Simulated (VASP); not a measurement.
# Cu (P6_3/mmc) in VASP: notebook, part 2 of 3

VASP 6.6.1.

## (3) Single point, r2SCAN

This run uses another cell than the first one, of 11.46 Å³/atom, 1.012 times its volume.

File POSCAR:

```
Cu
1.0
    2.5305058534      0.0000000000      0.0000000000
   -1.2652529267      2.1914823534      0.0000000000
    0.0000000000      0.0000000000      4.1316003308
Cu
2
Direct
    0.3333333333      0.6666666667      0.2500000000
    0.6666666667      0.3333333333      0.7500000000
```

File INCAR.step1:

```
SYSTEM = Cu
PREC     = Accurate       ! precision mode
ENCUT    = 520            ! plane-wave cutoff, eV
ISMEAR   = -1             ! smearing method
SIGMA    = 0.05           ! smearing width, eV
LREAL    = .FALSE.        ! projectors in reciprocal space
LASPH    = .TRUE.         ! aspherical terms in the spheres
NELM     = 100            ! most SCF steps
NBANDS   = 18             ! bands
GGA      = PE             ! functional
ALGO     = Normal         ! electronic algorithm
EDIFF    = 1E-4           ! SCF threshold, eV
LWAVE    = .TRUE.         ! write WAVECAR
LCHARG   = .FALSE.        ! write CHGCAR
```

File INCAR.step2:

```
SYSTEM = Cu
PREC     = Accurate       ! precision mode
ENCUT    = 520            ! plane-wave cutoff, eV
EDIFF    = 1E-6           ! SCF threshold, eV
ISMEAR   = -1             ! smearing method
SIGMA    = 0.05           ! smearing width, eV
LREAL    = .FALSE.        ! projectors in reciprocal space
LASPH    = .TRUE.         ! aspherical terms in the spheres
NELM     = 100            ! most SCF steps
ALGO     = Normal         ! electronic algorithm
ISIF     = 2              ! what is computed and relaxed
LWAVE    = .FALSE.        ! write WAVECAR
LCHARG   = .TRUE.         ! write CHGCAR
METAGGA  = R2SCAN         ! meta-GGA
LMIXTAU  = .TRUE.       
LELF     = .TRUE.         ! ELF
LVHAR    = .TRUE.       
NBANDS   = 18             ! bands
ISTART   = 1
```

File KPOINTS:

```
Automatic mesh
0
G
  18 18 10
  0 0 0
```

Potentials or basis: VASP PAW PBE potentials, release 64 (Cu).

Started as:

```
cat potpaw_PBE.64/Cu/POTCAR > POTCAR
cp INCAR.step1 INCAR
mpirun -np 1 vasp_std > vasp.out
cp INCAR.step2 INCAR
mpirun -np 1 vasp_std > vasp.out
```

OUTCAR:

```text
SYSTEM = Cu
   PREC = Accurate
   ENCUT = 520
   EDIFF = 1E-6
   ISMEAR = -1
   LREAL = .FALSE.
   LASPH = .TRUE.
   NELM = 100
   ISIF = 2
   METAGGA = R2SCAN
   ISTART = 1

 ion  position               nearest neighbor table
   1  0.333  0.667  0.250-   2 2.53   2 2.53   2 2.53   2 2.53   2 2.53   2 2.53
   2  0.667  0.333  0.750-   1 2.53   1 2.53   1 2.53   1 2.53   1 2.53   1 2.53

  LATTYP: Found a hexagonal cell.
 ALAT       =     2.5305058534
 C/A-ratio  =     1.6327171602

  Lattice vectors:

 A1 = (   2.5305058534,   0.0000000000,   0.0000000000)
 A2 = (  -1.2652529267,   2.1914823534,   0.0000000000)
 A3 = (   0.0000000000,   0.0000000000,   4.1316003308)

Analysis of symmetry for initial positions (statically):
=====================================================================
 Subroutine PRICEL returns:
 Original cell was already a primitive cell.

 Routine SETGRP: Setting up the symmetry group for a
 hexagonal supercell.

 Subroutine GETGRP returns: Found 24 space group operations
 (whereof 12 operations were pure point group operations)
 out of a pool of 24 trial point group operations.

The static configuration has the point symmetry D_3d.
 The point group associated with its full space group is D_6h.

Analysis of symmetry for dynamics (positions and initial velocities):
=====================================================================
 Subroutine PRICEL returns:
 Original cell was already a primitive cell.

 Routine SETGRP: Setting up the symmetry group for a
 hexagonal supercell.

 Subroutine GETGRP returns: Found 24 space group operations
 (whereof 12 operations were pure point group operations)
 out of a pool of 24 trial point group operations.

The dynamic configuration has the point symmetry D_3d.
 The point group associated with its full space group is D_6h.

[... 105 lines left out ...]
   ISYM   =      2    0-nonsym 1-usesym 2-fastsym
   POTIM  = 0.5000    time-step for ionic-motion
   TEBEG  =    0.0;   TEEND  =   0.0 temperature during run
   PSTRESS=    0.0 pullay stress
   NELECT =      22.0000    total number of electrons
   NUPDOWN=      -1.0000    fix difference up-down
   EMIN   =  10.00;   EMAX   =-10.00  energy-range for DOS
   EFERMI =   0.00;   METHOD = LEGACY
   ISMEAR =    -1;   SIGMA  =   0.05  broadening in eV -4-tet -1-fermi 0-gaus
   EFERMI_NEDOS =   21; number of points for ismear=-14 and -15
   IALGO  =     38    algorithm
   IMIX   =      4    mixing-type and parameters
     AMIX     =   0.40;   BMIX     =  1.00
     AMIX_MAG =   1.60;   BMIX_MAG =  1.00
  volume/ion in A,a.u.               =      11.46        77.31
  Fermi-wavevector in a.u.,A,eV,Ry     =   1.615082  3.052062 35.490649  2.608489
  Thomas-Fermi vector in A             =   2.709887
   LORBIT       =      0    0 simple, 1 ext, 2 COOP (PROOUT), +10 PAW based schemes
   METAGGA = R2SCAN    functional components
   LHFCALC =     F    Hartree Fock is set to
   AEXX    =    0.0000 exact exchange contribution
   IVDW    =     0    specifies the selected vdW correction
   LEPSILON=     F    determine dielectric tensor
   LRPA    =     F    only Hartree local field effects (RPA)
 non-spin polarized calculation
  energy-cutoff  :      520.00
  volume of cell :       22.91
 maximum number of plane-waves:       632
 NGX is ok and might be reduce to    20
   NGX =  9   NGY =  9   NGZ = 15

 number of electron      21.9999982 magnetization

 Free energy of the ion-electron system (eV)
  ---------------------------------------------------
  ext. energy  EPLUGINS =         0.00000000
  ---------------------------------------------------
  free energy    TOTEN  =       -21.63333528 eV

  energy without entropy =      -21.62651057  energy(sigma->0) =      -21.62992293

 E-fermi :   7.7214     XC(G=0): -13.9497

 val. band max:        7.7148748607   @ k =   0.5000   0.0000   0.1000
 cond. band min:       7.7509161973   @ k =   0.3333   0.1667   0.3000
 fundamental gap:      0.0360413366
 Fermi energy:         7.7214354558

 k-point     1 :       0.0000    0.0000    0.0000
  band No.  band energies     occupation
      1      -2.1331      2.00000
      2       2.3629      2.00000
      3       4.5417      2.00000
      4       4.6001      2.00000
      5       4.6003      2.00000
      6       4.8220      2.00000
[... 481 lines left out ...]
      5       4.4489      2.00000
      6       4.6177      2.00000
[... 10 lines left out ...]
     17      20.9000      0.00000
     18      27.5807      0.00000

 [... further k-points ...]
[... 5 lines left out ...]
  --------------------------------------------------------------------------------------
  -------------------------------------------------------------------------------------
  Total        0.1095866      0.1095866      0.1114424      0.0000000      0.0000000      0.0000000
  in kB        7.6630966      7.6630966      7.7928669      0.0000000      0.0000000      0.0000000
  external PRESSURE =       7.7063533 kB  Pullay stress =       0.0000000 kB

 VOLUME and BASIS-vectors are now :
 -----------------------------------------------------------------------------
  energy-cutoff  :      520.00
  volume of cell :       22.91
      direct lattice vectors                 reciprocal lattice vectors
     2.530505853  0.000000000  0.000000000     0.395177904  0.228156069  0.000000000
    -1.265252927  2.191482353  0.000000000     0.000000000  0.456312139  0.000000000
     0.000000000  0.000000000  4.131600331     0.000000000  0.000000000  0.242036964

 POSITION                                       TOTAL-FORCE (eV/Angst)
 -----------------------------------------------------------------------------------
     -0.00000      1.46099      1.03290        -0.000000      0.000000     -0.000000
      1.26525      0.73049      3.09870         0.000000     -0.000000      0.000000
 -----------------------------------------------------------------------------------
    total drift:                               -0.000000      0.000000     -0.000000

  FREE ENERGIE OF THE ION-ELECTRON SYSTEM (eV)
  ---------------------------------------------------
  free  energy   TOTEN  =       -21.6333352800 eV

  energy  without entropy=      -21.6265105723  energy(sigma->0) =      -21.62992293
```

OSZICAR.step1:

```text
N       E                     dE             d eps       ncg     rms          rms(c)
DAV:   1     0.120619364752E+03    0.12062E+03   -0.10570E+04  8752   0.221E+03
DAV:   2    -0.323769632720E+01   -0.12386E+03   -0.11763E+03  8018   0.287E+02
DAV:   3    -0.919037666062E+01   -0.59527E+01   -0.57197E+01  8872   0.848E+01
DAV:   4    -0.925234524545E+01   -0.61969E-01   -0.61928E-01  9496   0.933E+00
DAV:   5    -0.925315651119E+01   -0.81127E-03   -0.81123E-03  9836   0.929E-01    0.109E+01
DAV:   6    -0.812094413190E+01    0.11322E+01   -0.10901E+01  8502   0.962E+01    0.535E+00
DAV:   7    -0.743889593525E+01    0.68205E+00   -0.21351E+00  8672   0.392E+01    0.805E-01
DAV:   8    -0.741708832279E+01    0.21808E-01   -0.16102E-02  9680   0.160E+00    0.471E-01
DAV:   9    -0.741315349045E+01    0.39348E-02   -0.62488E-03  9306   0.229E+00    0.357E-02
DAV:  10    -0.741317738828E+01   -0.23898E-04   -0.18052E-04  7270   0.215E-01
   1 F= -.74131774E+01 E0= -.74095996E+01  d E =-.715565E-02
```

Wall time 3.1 min (1 thread of Intel Xeon Platinum 8488C (Sapphire Rapids), shared host); peak memory 0.19 GiB.

Results:

- Free energy: -21.6333 eV
- Pressure: 0.8 GPa
- Band gap on the k mesh: zero (band 11 reaches 12.06 eV, above the bottom of band 12 at 5.67 eV)

Levels at points of the mesh, in eV from the Fermi level:
| k point | band 9 | band 10 | band 11 | band 12 | band 13 | band 14 |
| --- | --- | --- | --- | --- | --- | --- |
| (0.00, 0.00, 0.00) | -2.61 | -1.82 | -1.82 | -1.08 | 4.19 | 22.46 |
| (0.50, 0.00, 0.00) | -1.67 | -1.60 | 0.03 | 1.76 | 8.31 | 8.83 |
| (0.00, 0.00, 0.50) | -2.05 | -2.05 | -2.05 | -2.05 | 13.31 | 13.31 |
| (0.50, 0.00, 0.50) | -1.64 | -1.64 | 0.54 | 0.54 | 5.32 | 5.32 |

Caveat: the PAW data sets were made with another functional, which shifts forces and pressure a little.

[end of part 2 of 3]
